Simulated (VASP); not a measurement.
Here is a VASP 6.6.1 calculation.

INCAR

```
SYSTEM = AlNi
PREC = Accurate ; ENCUT = 520
EDIFF = 1E-6 ; ISMEAR = -1
SIGMA = 0.05 ; LREAL = .FALSE.
LASPH = .TRUE. ; NELM = 60
ALGO = Fast ; ISIF = 2
LWAVE = .FALSE. ; LCHARG = .FALSE.
GGA = PS ; NBANDS = 14
```

Contents of KPOINTS:

```
Automatic mesh
0
G
  10 10 9
  0 0 0
```

Contents of POSCAR:

```
AlNi
1.0
    1.9386940000     -1.9531901500      0.0000000000
    1.9386940000      1.9531901500      0.0000000000
    0.0000000000      0.0000000000      3.0994300413
Ni Al
1 1
Direct
    0.5000000000      0.5000000000      0.5000000000
    0.0000000000      0.0000000000      0.0000000000
```

Potentials or basis: VASP PAW PBE potentials, release 64 (Ni, Al).

Command:

```console
$ cat potpaw_PBE.64/Ni/POTCAR potpaw_PBE.64/Al/POTCAR > POTCAR
$ mpirun -np 1 vasp_std > vasp.out
```

Predict the pressure.

0.5 GPa.

Stress tensor (GPa, compression positive):
```
 3.81  0.00  0.00
 0.00  2.14  0.00
 0.00  0.00 -4.32
```

Caveat: the PAW data sets were made with another functional, which shifts forces and pressure a little. Spin polarisation is off, so any magnetic state and its effect on volume and gap are missing.
